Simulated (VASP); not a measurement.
# ZrC (Fm-3m) in VASP: a series of runs

The runs below take ZrC through single point, with r2SCAN.

Program: VASP 6.6.1. These are calculated values, not measurements. Logs are shortened: lines on timing, memory, paths and dates and some standing lists are left out, and cuts for length are marked.

### Step 1. The cell of the first run

It takes space group Fm-3m (No. 225, cubic). The conventional cell has a = 4.616 Å, b = 4.616 Å, c = 4.616 Å, α = 90.00°, β = 90.00°, γ = 90.00°. Within 3.1 Å of Zr (site symmetry m-3m) lie 6 C at 2.31 Å. Within 3.1 Å of C (site symmetry m-3m) lie 6 Zr at 2.31 Å.

### Step 2. Single point, r2SCAN

Contents of POSCAR:

```
ZrC
1.0
    0.0000000000      2.3080071600      2.3080071600
    2.3080071600      0.0000000000      2.3080071600
    2.3080071600      2.3080071600      0.0000000000
Zr C
1 1
Direct
    0.5000000000      0.5000000000      0.5000000000
    0.0000000000      0.0000000000      0.0000000000
```

Contents of INCAR.step1:

```
SYSTEM = ZrC
  PREC = Accurate
  ENCUT = 520
  ISMEAR = -1
  SIGMA = 0.1
  LREAL = .False.
  LASPH = .True.
  NELM = 60
  NBANDS = 15
  GGA = PE
  ALGO = Normal
  EDIFF = 1E-4
  LWAVE = .True.
  LCHARG = .False.
```

Contents of INCAR.step2:

```
SYSTEM = ZrC
  PREC = Accurate
  ENCUT = 520
  EDIFF = 1E-6
  ISMEAR = -1
  SIGMA = 0.1
  LREAL = .False.
  LASPH = .True.
  NELM = 60
  ALGO = Normal
  ISIF = 2
  LWAVE = .False.
  LCHARG = .True.
  METAGGA = R2SCAN
  LMIXTAU = .True.
  LELF = .True.
  LVHAR = .True.
  NBANDS = 15
  ISTART = 1
```

Contents of KPOINTS:

```
regular mesh
0
Gamma
  12 12 12
  0 0 0
```

Potentials or basis: VASP PAW PBE potentials, release 64 (Zr_sv, C).

Command:

```
cat potpaw_PBE.64/Zr_sv/POTCAR potpaw_PBE.64/C/POTCAR > POTCAR
cp INCAR.step1 INCAR
mpirun -np 1 vasp_std > vasp.out
cp INCAR.step2 INCAR
mpirun -np 1 vasp_std > vasp.out
```

OUTCAR:

```text
SYSTEM = ZrC
   PREC = Accurate
   ENCUT = 520
   EDIFF = 1E-6
   ISMEAR = -1
   LREAL = .False.
   LASPH = .True.
   NELM = 60
   ISIF = 2
   METAGGA = R2SCAN
   ISTART = 1

 ion  position               nearest neighbor table
   1  0.500  0.500  0.500-   2 2.31   2 2.31   2 2.31   2 2.31   2 2.31   2 2.31
   2  0.000  0.000  0.000-   1 2.31   1 2.31   1 2.31   1 2.31   1 2.31   1 2.31

  LATTYP: Found a face centered cubic cell.
 ALAT       =     4.6160143200

  Lattice vectors:

 A1 = (   0.0000000000,   2.3080071600,   2.3080071600)
 A2 = (   2.3080071600,   0.0000000000,   2.3080071600)
 A3 = (   2.3080071600,   2.3080071600,   0.0000000000)

Analysis of symmetry for initial positions (statically):
=====================================================================
 Subroutine PRICEL returns:
 Original cell was already a primitive cell.

 Routine SETGRP: Setting up the symmetry group for a
 face centered cubic supercell.

 Subroutine GETGRP returns: Found 48 space group operations
 (whereof 48 operations were pure point group operations)
 out of a pool of 48 trial point group operations.

The static configuration has the point symmetry O_h .

Analysis of symmetry for dynamics (positions and initial velocities):
=====================================================================
 Subroutine PRICEL returns:
 Original cell was already a primitive cell.

 Routine SETGRP: Setting up the symmetry group for a
 face centered cubic supercell.

 Subroutine GETGRP returns: Found 48 space group operations
 (whereof 48 operations were pure point group operations)
 out of a pool of 48 trial point group operations.

The dynamic configuration has the point symmetry O_h .

 Subroutine INISYM returns: Found 48 space group operations
 (whereof 48 operations are pure point group operations),
 and found     1 'primitive' translations

----------------------------------------------------------------------------------------

                                     Primitive cell

  volume of cell :      24.5890

  direct lattice vectors                    reciprocal lattice vectors
     0.000000000  2.308007160  2.308007160    -0.216637110  0.216637110  0.216637110
     2.308007160  0.000000000  2.308007160     0.216637110 -0.216637110  0.216637110
     2.308007160  2.308007160  0.000000000     0.216637110  0.216637110 -0.216637110

  length of vectors
     3.264015028  3.264015028  3.264015028     0.375226481  0.375226481  0.375226481

  position of ions in fractional coordinates (direct lattice)
     0.500000000  0.500000000  0.500000000
     0.000000000  0.000000000  0.000000000

  ion indices of the primitive-cell ions
   primitive index   ion index
                 1           1
                 2           2

----------------------------------------------------------------------------------------

 KPOINTS: regular mesh

Automatic generation of k-mesh.
 Grid dimensions read from file:
 generate k-points for:   12   12   12

 Generating k-lattice:

  Cartesian coordinates                     Fractional coordinates (reciprocal lattice)
    -0.018053092  0.018053092  0.018053092     0.083333333  0.000000000  0.000000000
     0.018053092 -0.018053092  0.018053092     0.000000000  0.083333333  0.000000000
     0.018053092  0.018053092 -0.018053092     0.000000000  0.000000000  0.083333333

  Length of vectors
     0.031268873  0.031268873  0.031268873

  Shift w.r.t. Gamma in fractional coordinates (k-lattice)
     0.000000000  0.000000000  0.000000000

 Subroutine IBZKPT returns following result:
 ===========================================

 Found     72 irreducible k-points:

 Following reciprocal coordinates:
            Coordinates               Weight
  0.000000  0.000000  0.000000      1.000000
  0.083333  0.000000  0.000000      8.000000
  0.166667  0.000000  0.000000      8.000000
  0.250000  0.000000  0.000000      8.000000
  0.333333  0.000000  0.000000      8.000000
  0.416667  0.000000  0.000000      8.000000
[... 16 lines left out ...]
  0.500000  0.166667  0.000000     24.000000
 -0.416667  0.166667  0.000000     24.000000
 [... further k-points ...]
   k-points           NKPTS =     72   k-points in BZ     NKDIM =     72   number of bands    NBANDS=     15
   number of dos      NEDOS =    301   number of ions     NIONS =      2
   total plane-waves  NPLWV =  13824
   dimension x,y,z NGX =    24 NGY =   24 NGZ =   24
   dimension x,y,z NGXF=    48 NGYF=   48 NGZF=   48
   ions per type =               1   1
   NGX,Y,Z   is equivalent  to a cutoff of  12.22, 12.22, 12.22 a.u.
   NGXF,Y,Z  is equivalent  to a cutoff of  24.45, 24.45, 24.45 a.u.
 SYSTEM =  ZrC
   PREC   = accura    normal or accurate (medium, high low for compatibility)
   ISTART =      1    job   : 0-new  1-cont  2-samecut
   ICHARG =      0    charge: 1-file 2-atom 10-const
   ISPIN  =      1    spin polarized calculation?
   LNONCOLLINEAR =      F non collinear calculations
   LSORBIT =      F    spin-orbit coupling
   LASPH  =      T    aspherical Exc in radial PAW
   ENCUT  =  520.0 eV  38.22 Ry    6.18 a.u.   6.07  6.07  6.07*2*pi/ulx,y,z
   NELM   =     60;   NELMIN=  2; NELMDL=  0     # of ELM steps
   EDIFF  = 0.1E-05   stopping-criterion for ELM
   LREAL  =      F    real-space projection
   EDIFFG = 0.1E-04   stopping-criterion for IOM
   NSW    =      0    number of steps for IOM
   IBRION =     -1    ionic relax: 0-MD 1-quasi-New 2-CG
   NFREE  =      0    steps in history (QN), initial steepest desc. (CG)
   ISIF   =      2    stress and relaxation
   ISYM   =      2    0-nonsym 1-usesym 2-fastsym
   POTIM  = 0.5000    time-step for ionic-motion
   TEBEG  =    0.0;   TEEND  =   0.0 temperature during run
   PSTRESS=    0.0 pullay stress
   NELECT =      16.0000    total number of electrons
   NUPDOWN=      -1.0000    fix difference up-down
   EMIN   =  10.00;   EMAX   =-10.00  energy-range for DOS
   EFERMI =   0.00;   METHOD = LEGACY
   ISMEAR =    -1;   SIGMA  =   0.10  broadening in eV -4-tet -1-fermi 0-gaus
   EFERMI_NEDOS =   21; number of points for ismear=-14 and -15
   IALGO  =     38    algorithm
   IMIX   =      4    mixing-type and parameters
     AMIX     =   0.40;   BMIX     =  1.00
     AMIX_MAG =   1.60;   BMIX_MAG =  1.00
  volume/ion in A,a.u.               =      12.29        82.97
  Fermi-wavevector in a.u.,A,eV,Ry     =   1.418625  2.680813 27.381691  2.012498
  Thomas-Fermi vector in A             =   2.539731
   LORBIT       =      0    0 simple, 1 ext, 2 COOP (PROOUT), +10 PAW based schemes
   METAGGA = R2SCAN    functional components
   LHFCALC =     F    Hartree Fock is set to
   AEXX    =    0.0000 exact exchange contribution
   IVDW    =     0    specifies the selected vdW correction
   LEPSILON=     F    determine dielectric tensor
   LRPA    =     F    only Hartree local field effects (RPA)
 non-spin polarized calculation
  energy-cutoff  :      520.00
  volume of cell :       24.59
 maximum number of plane-waves:       684
   NGX = 13   NGY = 13   NGZ = 13

 number of electron      16.0000000 magnetization

 Free energy of the ion-electron system (eV)
  ---------------------------------------------------
  ext. energy  EPLUGINS =         0.00000000
  ---------------------------------------------------
  free energy    TOTEN  =       -34.65161662 eV

  energy without entropy =      -34.64239429  energy(sigma->0) =      -34.64700545

 E-fermi :  10.3182     XC(G=0): -13.2452

 val. band max:       10.2380389522   @ k =   0.4167   0.4167   0.0000
 cond. band min:      10.3561807985   @ k =   0.5000   0.5000   0.0000
 fundamental gap:      0.1181418463
 Fermi energy:        10.3182134381

 k-point     1 :       0.0000    0.0000    0.0000
  band No.  band energies     occupation
      1     -39.3230      2.00000
      2     -16.2830      2.00000
      3     -16.2830      2.00000
      4     -16.2830      2.00000
      5      -1.9438      2.00000
      6      11.2198      0.00024
      7      11.2198      0.00024
      8      11.2198      0.00024
      9      11.6211      0.00000
     10      11.6211      0.00000
     11      11.6211      0.00000
     12      13.4167      0.00000
     13      13.4167      0.00000
     14      18.8869      0.00000
     15      21.5125      0.00000

 k-point     2 :       0.0833    0.0000    0.0000
  band No.  band energies     occupation
      1     -39.3140      2.00000
      2     -16.3622      2.00000
      3     -16.2892      2.00000
      4     -16.2892      2.00000
      5      -1.7657      2.00000
      6      10.1671      1.63852
      7      10.3785      0.70730
      8      10.3785      0.70729
      9      11.9236      0.00000
     10      11.9236      0.00000
     11      12.3115      0.00000
     12      14.3218      0.00000
     13      14.3218      0.00000
     14      19.2338      0.00000
     15      21.9873      0.00000

 k-point     3 :       0.1667    0.0000    0.0000
  band No.  band energies     occupation
      1     -39.2891      2.00000
      2     -16.5726      2.00000
      3     -16.3059      2.00000
      4     -16.3059      2.00000
      5      -1.2662      2.00000
      6       8.7530      2.00000
      7       9.2437      1.99996
      8       9.2437      1.99996
      9      12.4505      0.00000
     10      12.4505      0.00000
     11      12.8856      0.00000
     12      15.9950      0.00000
     13      15.9950      0.00000
     14      20.0387      0.00000
     15      23.1999      0.00000

 k-point     4 :       0.2500    0.0000    0.0000
  band No.  band energies     occupation
      1     -39.2550      2.00000
      2     -16.8479      2.00000
      3     -16.3287      2.00000
      4     -16.3287      2.00000
      5      -0.5353      2.00000
      6       7.3374      2.00000
      7       8.2795      2.00000
      8       8.2795      2.00000
      9      13.2310      0.00000
     10      13.2310      0.00000
     11      13.4549      0.00000
     12      17.8281      0.00000
     13      17.8281      0.00000
     14      20.6447      0.00000
     15      24.5375      0.00000
[... 307 lines left out ...]
 k-point    22 :       0.4167    0.1667    0.0000
  band No.  band energies     occupation
      1     -39.1926      2.00000
      2     -17.1275      2.00000
      3     -16.4820      2.00000
      4     -16.4492      2.00000
      5       0.3184      2.00000
      6       5.9160      2.00000
      7       7.6077      2.00000
      8       8.1175      2.00000
      9      12.3336      0.00000
     10      15.5022      0.00000
     11      16.0433      0.00000
     12      18.2858      0.00000
     13      19.3893      0.00000
     14      21.9813      0.00000
     15      25.6771      0.00000

 k-point    23 :       0.5000    0.1667    0.0000
  band No.  band energies     occupation
      1     -39.1748      2.00000
      2     -17.2395      2.00000
      3     -16.5329      2.00000
      4     -16.4399      2.00000
      5       0.7355      2.00000
      6       5.4846      2.00000
      7       7.3734      2.00000
      8       7.5963      2.00000
      9      13.3863      0.00000
     10      15.6539      0.00000
     11      16.2573      0.00000
     12      19.2168      0.00000
     13      19.7994      0.00000
     14      21.6423      0.00000
     15      25.3206      0.00000

 k-point    24 :      -0.4167    0.1667    0.0000
  band No.  band energies     occupation
      1     -39.1725      2.00000
      2     -17.2512      2.00000
      3     -16.5699      2.00000
      4     -16.4129      2.00000
      5       0.8956      2.00000
      6       5.2863      2.00000
      7       7.3056      2.00000
      8       7.4527      2.00000
      9      14.4672      0.00000
     10      15.1206      0.00000
     11      15.7745      0.00000
     12      19.2433      0.00000
     13      20.6853      0.00000
     14      21.1237      0.00000
     15      24.9779      0.00000

 [... further k-points ...]

------------------------ aborting loop because EDIFF is reached ----------------------------------------

  FORCE on cell =-STRESS in cart. coord.  units (eV):
  Direction    XX          YY          ZZ          XY          YZ          ZX
  --------------------------------------------------------------------------------------
  -------------------------------------------------------------------------------------
  Total        2.4944334      2.4944334      2.4944334      0.0000000     -0.0000000     -0.0000000
  in kB      162.5328088    162.5328088    162.5328088      0.0000000     -0.0000000     -0.0000000
  external PRESSURE =     162.5328088 kB  Pullay stress =       0.0000000 kB

 VOLUME and BASIS-vectors are now :
 -----------------------------------------------------------------------------
  energy-cutoff  :      520.00
  volume of cell :       24.59
      direct lattice vectors                 reciprocal lattice vectors
     0.000000000  2.308007160  2.308007160    -0.216637110  0.216637110  0.216637110
     2.308007160  0.000000000  2.308007160     0.216637110 -0.216637110  0.216637110
     2.308007160  2.308007160  0.000000000     0.216637110  0.216637110 -0.216637110

 POSITION                                       TOTAL-FORCE (eV/Angst)
 -----------------------------------------------------------------------------------
      2.30801      2.30801      2.30801         0.000000      0.000000      0.000000
      0.00000      0.00000      0.00000        -0.000000     -0.000000     -0.000000
 -----------------------------------------------------------------------------------
    total drift:                                0.000000     -0.000000      0.000000

  FREE ENERGIE OF THE ION-ELECTRON SYSTEM (eV)
  ---------------------------------------------------
  free  energy   TOTEN  =       -34.6516166211 eV

  energy  without entropy=      -34.6423942883  energy(sigma->0) =      -34.64700545
```

Run time: 51 s. Hardware: 1 thread of Intel Xeon Platinum 8259CL at 2.50GHz (Skylake/Cascade Lake), shared host; peak memory 0.16 GiB.

What came out:

| Quantity | Value |
| --- | --- |
| Free energy | -34.6516 eV |
| Pressure | 16.3 GPa |
| Band gap on the k mesh | zero (band 8 reaches 11.22 eV, above the bottom of band 9 at 9.88 eV) |

Levels at points of the mesh, in eV from the Fermi level:
| k point | band 5 | band 6 | band 7 | band 8 | band 9 | band 10 | band 11 | band 12 |
| --- | --- | --- | --- | --- | --- | --- | --- | --- |
| (0.00, 0.00, 0.00) | -12.26 | 0.90 | 0.90 | 0.90 | 1.30 | 1.30 | 1.30 | 3.10 |
| (0.50, 0.00, 0.00) | -8.87 | -5.73 | -3.34 | -3.34 | 5.09 | 5.09 | 6.04 | 7.19 |
| (0.50, 0.50, 0.00) | -11.18 | -2.13 | -1.85 | 0.04 | 0.04 | 4.89 | 6.36 | 6.36 |

Caveat: the PAW data sets were made with another functional, which shifts forces and pressure a little.

### Step 3. Single point, r2SCAN

This run uses another cell than the first one, of 12.56 Å³/atom, 1.021 times its volume.

Contents of POSCAR:

```
ZrC
1.0
    0.0000000000      2.3242612600      2.3242612600
    2.3242612600      0.0000000000      2.3242612600
    2.3242612600      2.3242612600      0.0000000000
Zr C
1 1
Direct
    0.5000000000      0.5000000000      0.5000000000
    0.0000000000      0.0000000000      0.0000000000
```

Contents of INCAR.step1:

```
PREC = Accurate
ENCUT = 520
ISMEAR = -1
SIGMA = 0.1
LREAL = False
LASPH = True
NELM = 80
NBANDS = 15
GGA = PE
ALGO = Normal
EDIFF = 1E-4
LWAVE = True
LCHARG = False
```

Contents of INCAR.step2:

```
PREC = Accurate
ENCUT = 520
EDIFF = 1E-6
ISMEAR = -1
SIGMA = 0.1
LREAL = False
LASPH = True
NELM = 80
ALGO = Normal
ISIF = 2
LWAVE = False
LCHARG = False
METAGGA = R2SCAN
LMIXTAU = True
NBANDS = 15
ISTART = 1
```

Contents of KPOINTS:

```
regular mesh
0
Gamma
  12 12 12
```

Potentials or basis: VASP PAW PBE potentials, release 64 (Zr_sv, C).

Command:

```
cat potpaw_PBE.64/Zr_sv/POTCAR potpaw_PBE.64/C/POTCAR > POTCAR
cp INCAR.step1 INCAR
mpirun -np 1 vasp_std > vasp.out
cp INCAR.step2 INCAR
mpirun -np 1 vasp_std > vasp.out
```

It took 50 s on 1 thread of Intel Xeon Platinum 8259CL at 2.50GHz (Skylake/Cascade Lake), shared host; peak memory 0.16 GiB.

It converged, with:

| Quantity | Value |
| --- | --- |
| Free energy | -34.6951 eV |
| Pressure | 10.3 GPa |
| Band gap on the k mesh | zero (band 8 reaches 10.97 eV, above the bottom of band 9 at 9.63 eV) |

Levels at points of the mesh, in eV from the Fermi level:
| k point | band 5 | band 6 | band 7 | band 8 | band 9 | band 10 | band 11 | band 12 |
| --- | --- | --- | --- | --- | --- | --- | --- | --- |
| (0.00, 0.00, 0.00) | -12.19 | 0.90 | 0.90 | 0.90 | 1.30 | 1.30 | 1.30 | 3.04 |
| (0.50, 0.00, 0.00) | -8.91 | -5.64 | -3.26 | -3.26 | 4.97 | 4.97 | 5.90 | 7.09 |
| (0.50, 0.50, 0.00) | -11.09 | -2.18 | -1.78 | 0.01 | 0.01 | 4.78 | 6.20 | 6.20 |

Caveat: the PAW data sets were made with another functional, which shifts forces and pressure a little.

### Step 4. Single point, r2SCAN

This run uses another cell than the first one, of 12.82 Å³/atom, 1.043 times its volume.

Contents of POSCAR:

```
ZrC
1.0
    0.0000000000      2.3402911600      2.3402911600
    2.3402911600      0.0000000000      2.3402911600
    2.3402911600      2.3402911600      0.0000000000
Zr C
1 1
Direct
    0.5000000000      0.5000000000      0.5000000000
    0.0000000000      0.0000000000      0.0000000000
```

Contents of INCAR.step1:

```
ALGO = Normal
EDIFF = 1E-4
ENCUT = 520
GGA = PE
ISMEAR = -1
LASPH = True
LCHARG = False
LREAL = False
LWAVE = True
NBANDS = 15
NELM = 80
PREC = Accurate
SIGMA = 0.1
```

Contents of INCAR.step2:

```
ALGO = Normal
EDIFF = 1E-6
ENCUT = 520
ISIF = 2
ISMEAR = -1
ISTART = 1
LASPH = True
LCHARG = False
LMIXTAU = True
LREAL = False
LWAVE = False
METAGGA = R2SCAN
NBANDS = 15
NELM = 80
PREC = Accurate
SIGMA = 0.1
```

Contents of KPOINTS:

```
k-points
0
Gamma
  12 12 12
```

Command:

```
cat potpaw_PBE.64/Zr_sv/POTCAR potpaw_PBE.64/C/POTCAR > POTCAR
cp INCAR.step1 INCAR
mpirun -np 1 vasp_std > vasp.out
cp INCAR.step2 INCAR
mpirun -np 1 vasp_std > vasp.out
```

Wall time 2.1 min (1 thread of Intel Xeon Platinum 8259CL at 2.50GHz (Skylake/Cascade Lake), shared host); peak memory 0.18 GiB.

The run converged. Its results:

```yaml
Free_energy: -34.7202 eV
Pressure: 5.0 GPa
Band_gap_on_the_k_mesh: zero (band 8 reaches 10.72 eV, above the bottom of band 9 at 9.39 eV)
```

Levels at points of the mesh, in eV from the Fermi level:
```csv
k point,band 5,band 6,band 7,band 8,band 9,band 10,band 11,band 12
"(0.00, 0.00, 0.00)",-12.11,0.90,0.90,0.90,1.29,1.29,1.29,2.98
"(0.50, 0.00, 0.00)",-8.94,-5.55,-3.18,-3.18,4.86,4.86,5.77,7.00
"(0.50, 0.50, 0.00)",-10.99,-2.22,-1.70,-0.01,-0.01,4.66,6.05,6.05
```

Caveat: the PAW data sets were made with another functional, which shifts forces and pressure a little.

### Step 5. The runs side by side

| cell | gap on the mesh (eV) | pressure (GPa) |
| --- | --- | --- |
| a = 3.264 Å, angles 60.0°, 2 atoms | none | 16.3 |
| a = 3.287 Å, angles 60.0°, 2 atoms | none | 10.3 |
| a = 3.310 Å, angles 60.0°, 2 atoms | none | 5.0 |

Alike in all rows: task single point; level r2SCAN; potentials or basis VASP PAW PBE potentials, release 64 (Zr_sv, C); no spin polarisation; k mesh 12 × 12 × 12; cutoff (eV) 520; smearing fermi-dirac 0.1 eV.

Caveats: the PAW data sets were made with another functional, which shifts forces and pressure a little.

Absolute energies hang on the potentials; compare differences alone.
